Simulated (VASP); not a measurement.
# ZrC (rocksalt type) (Fm-3m) in VASP: further runs, part 3 of 3

VASP 6.6.1. Earlier steps stand in the parts before.

**5. Single point, PBE (volume scaled by 1.03)**

File INCAR:

```
SYSTEM = ZrC
  ALGO = Normal
  EDIFF = 1E-6
  ENCUT = 520
  GGA = PE
  ISIF = 2
  ISMEAR = -1
  LASPH = .TRUE.
  LCHARG = .TRUE.
  LELF = .TRUE.
  LREAL = .FALSE.
  LVHAR = .TRUE.
  LWAVE = .FALSE.
  NBANDS = 15
  NELM = 60
  PREC = Accurate
  SIGMA = 0.05
```

File KPOINTS:

```
k-points
0
G
  14 14 14
  0 0 0
```

File POSCAR:

```
ZrC
1.0
    0.0000000000      2.3776205186      2.3776205186
    2.3776205186      0.0000000000      2.3776205186
    2.3776205186      2.3776205186      0.0000000000
Zr C
1 1
Direct
    0.0000000000      0.0000000000      0.0000000000
    0.5000000000      0.5000000000      0.5000000000
```

Potentials or basis: VASP PAW PBE potentials, release 64 (Zr_sv, C).

Run with:

```sh
$ cat potpaw_PBE.64/Zr_sv/POTCAR potpaw_PBE.64/C/POTCAR > POTCAR
$ mpirun -np 1 vasp_std > vasp.out
```

OUTCAR:

```text
SYSTEM = ZrC
   EDIFF = 1E-6
   ENCUT = 520
   GGA = PE
   ISIF = 2
   ISMEAR = -1
   LASPH = .TRUE.
   LREAL = .FALSE.
   NELM = 60
   PREC = Accurate

 ion  position               nearest neighbor table
   1  0.000  0.000  0.000-   2 2.38   2 2.38   2 2.38   2 2.38   2 2.38   2 2.38
   2  0.500  0.500  0.500-   1 2.38   1 2.38   1 2.38   1 2.38   1 2.38   1 2.38

  LATTYP: Found a face centered cubic cell.
 ALAT       =     4.7552410372

  Lattice vectors:

 A1 = (   0.0000000000,   2.3776205186,   2.3776205186)
 A2 = (   2.3776205186,   0.0000000000,   2.3776205186)
 A3 = (   2.3776205186,   2.3776205186,   0.0000000000)

Analysis of symmetry for initial positions (statically):
=====================================================================
 Subroutine PRICEL returns:
 Original cell was already a primitive cell.

 Routine SETGRP: Setting up the symmetry group for a
 face centered cubic supercell.

 Subroutine GETGRP returns: Found 48 space group operations
 (whereof 48 operations were pure point group operations)
 out of a pool of 48 trial point group operations.

The static configuration has the point symmetry O_h .

Analysis of symmetry for dynamics (positions and initial velocities):
[... 166 lines left out ...]
 k-point     1 :       0.0000    0.0000    0.0000
  band No.  band energies     occupation
      1     -39.0242      2.00000
      2     -16.7554      2.00000
      3     -16.7554      2.00000
      4     -16.7554      2.00000
      5      -1.9647      2.00000
      6      10.1433      0.00000
      7      10.1433      0.00000
      8      10.1433      0.00000
      9      10.2972      0.00000
     10      10.2972      0.00000
     11      10.2972      0.00000
     12      11.9286      0.00000
     13      11.9286      0.00000
     14      16.1336      0.00000
[... 401 lines left out ...]
      2     -17.1295      2.00000
      3     -16.8459      2.00000
      4     -16.8335      2.00000
      5      -0.7193      2.00000
      6       6.1433      2.00000
      7       7.6868      2.00000
      8       8.1639      2.00000
      9      10.1852      0.00000
     10      12.5970      0.00000
     11      13.0572      0.00000
     12      14.3451      0.00000
     13      15.9619      0.00000
     14      19.1113      0.00000
     15      22.5837      0.00000

 [... further k-points ...]
[... 5 lines left out ...]
  --------------------------------------------------------------------------------------
  -------------------------------------------------------------------------------------
  Total       -0.9992311     -0.9992311     -0.9992311      0.0000000      0.0000000     -0.0000000
  in kB      -59.5550935    -59.5550935    -59.5550935      0.0000000      0.0000000     -0.0000000
  external PRESSURE =     -59.5550935 kB  Pullay stress =       0.0000000 kB

 VOLUME and BASIS-vectors are now :
 -----------------------------------------------------------------------------
  energy-cutoff  :      520.00
  volume of cell :       26.88
      direct lattice vectors                 reciprocal lattice vectors
     0.000000000  2.377620519  2.377620519    -0.210294282  0.210294282  0.210294282
     2.377620519  0.000000000  2.377620519     0.210294282 -0.210294282  0.210294282
     2.377620519  2.377620519  0.000000000     0.210294282  0.210294282 -0.210294282

 POSITION                                       TOTAL-FORCE (eV/Angst)
 -----------------------------------------------------------------------------------
      0.00000      0.00000      0.00000        -0.000000     -0.000000     -0.000000
      2.37762      2.37762      2.37762         0.000000      0.000000      0.000000
 -----------------------------------------------------------------------------------
    total drift:                                0.000000      0.000000      0.000000

  FREE ENERGIE OF THE ION-ELECTRON SYSTEM (eV)
  ---------------------------------------------------
  free  energy   TOTEN  =       -19.4492930761 eV

  energy  without entropy=      -19.4468175544  energy(sigma->0) =      -19.44805532
```

OSZICAR:

```text
N       E                     dE             d eps       ncg     rms          rms(c)
DAV:   1     0.103071525714E+03    0.10307E+03   -0.86619E+03  3128   0.107E+03
DAV:   2    -0.183609826468E+02   -0.12143E+03   -0.11324E+03  3946   0.284E+02
DAV:   3    -0.228649877435E+02   -0.45040E+01   -0.44625E+01  4487   0.485E+01
DAV:   4    -0.229658710512E+02   -0.10088E+00   -0.10084E+00  3979   0.654E+00
DAV:   5    -0.229676873134E+02   -0.18163E-02   -0.18161E-02  4375   0.656E-01    0.191E+01
DAV:   6    -0.195868295533E+02    0.33809E+01   -0.65351E+00  3627   0.226E+01    0.651E+00
DAV:   7    -0.194679730643E+02    0.11886E+00   -0.69825E-01  3586   0.606E+00    0.570E+00
DAV:   8    -0.194950711613E+02   -0.27098E-01   -0.39554E-01  3716   0.486E+00    0.515E+00
DAV:   9    -0.194504667793E+02    0.44604E-01   -0.77470E-02  3491   0.203E+00    0.902E-01
DAV:  10    -0.194492981462E+02    0.11686E-02   -0.64997E-03  4037   0.659E-01    0.599E-02
DAV:  11    -0.194493008686E+02   -0.27224E-05   -0.16327E-04  3605   0.119E-01    0.522E-02
DAV:  12    -0.194492945482E+02    0.63204E-05   -0.46161E-06  3973   0.179E-02    0.142E-02
DAV:  13    -0.194492931614E+02    0.13868E-05   -0.20545E-06  3834   0.898E-03    0.283E-03
DAV:  14    -0.194492930761E+02    0.85384E-07   -0.83559E-08  1994   0.192E-03
   1 F= -.19449293E+02 E0= -.19448055E+02  d E =-.247552E-02
```

Wall time 23 s (1 thread of Intel Xeon 6975P-C (Granite Rapids), shared host); peak memory 0.18 GiB.

Results:

| Quantity | Value |
| --- | --- |
| Free energy | -19.4493 eV |
| Pressure | -6.0 GPa |
| Band gap on the k mesh | zero (band 8 reaches 10.14 eV, above the bottom of band 9 at 8.87 eV) |

**6. Single point, PBE (volume scaled by 1.06)**

File INCAR:

```
PREC = Accurate ; ENCUT = 520
EDIFF = 1E-6 ; ISMEAR = -1
SIGMA = 0.05 ; LREAL = False
LASPH = True ; NELM = 60
ALGO = Normal ; ISIF = 2
LWAVE = False ; LCHARG = False
GGA = PE ; NBANDS = 15
```

File KPOINTS:

```
Automatic mesh
0
Gamma
  14 14 14
```

File POSCAR:

```
ZrC
1.0
    0.0000000000      2.4004836570      2.4004836570
    2.4004836570      0.0000000000      2.4004836570
    2.4004836570      2.4004836570      0.0000000000
Zr C
1 1
Direct
    0.0000000000      0.0000000000      0.0000000000
    0.5000000000      0.5000000000      0.5000000000
```

Potentials or basis: VASP PAW PBE potentials, release 64 (Zr_sv, C).

Run with:

```sh
$ cat potpaw_PBE.64/Zr_sv/POTCAR potpaw_PBE.64/C/POTCAR > POTCAR
$ mpirun -np 1 vasp_std > vasp.out
```

Wall time 23 s (1 thread of Intel Xeon 6975P-C (Granite Rapids), shared host); peak memory 0.18 GiB.

The run converged. Its results:

```yaml
Free_energy: -19.4073 eV
Pressure: -11.3 GPa
Band_gap_on_the_k_mesh: zero (band 8 reaches 9.82 eV, above the bottom of band 9 at 8.55 eV)
```

Levels at points of the mesh, in eV from the Fermi level:
```tsv
k point	band 5	band 6	band 7	band 8	band 9	band 10	band 11	band 12
(0.00, 0.00, 0.00)	-11.07	0.92	0.92	0.92	1.07	1.07	1.07	2.63
(0.50, 0.00, 0.00)	-8.30	-5.05	-2.73	-2.73	4.17	4.17	4.94	6.25
(0.50, 0.50, 0.00)	-9.88	-2.14	-1.57	0.00	0.00	4.12	5.22	5.22
```

**7. Overview**

| cell | gap on the mesh (eV) | pressure (GPa) |
| --- | --- | --- |
| a = 3.262 Å, angles 60.0°, 2 atoms | none | 15.7 |
| a = 3.296 Å, angles 60.0°, 2 atoms | none | 7.5 |
| a = 3.329 Å, angles 60.0°, 2 atoms | none | 0.3 |
| a = 3.362 Å, angles 60.0°, 2 atoms | none | -6.0 |
| a = 3.395 Å, angles 60.0°, 2 atoms | none | -11.3 |

Alike in all rows: task single point; level PBE; potentials or basis VASP PAW PBE potentials, release 64 (Zr_sv, C); no spin polarisation; k mesh 14 × 14 × 14; cutoff (eV) 520; smearing fermi-dirac 0.05 eV.

Total energies depend on the potentials used, so only differences within one code and one set of settings carry meaning.
